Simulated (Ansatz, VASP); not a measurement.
## Pt: VASP beside Ansatz

```
Pt
1.0
    -1.58422    1.58422    1.58422
     1.58422   -1.58422    1.58422
     1.58422    1.58422   -1.58422
Pt
1
Direct
  0.00000 0.00000 0.00000
```

Alike in both runs: task single point; functional PBEsol; k mesh 12 × 12 × 12; occupations fermi-dirac, width 0.1 eV; no spin polarisation.

|  | VASP | Ansatz |
| --- | --- | --- |
| version | VASP 6.6.1 | Ansatz 0.2.0 |
| potentials or method | VASP PAW PBE potentials, release 64 (Pt), cutoff 520 eV | plane waves, PAW |
| valence electrons in the cell | 10 | 18 |

```csv
,VASP,Ansatz,Ansatz less VASP
pressure (GPa),-11.4,-11.0,+0.35
```

VASP's potentials were made for PBE, not for PBEsol. VASP's potentials hold 10 valence electrons a cell and Ansatz's 18, so a difference there can come from the potentials and not from the codes.

Spin-orbit coupling is off throughout.
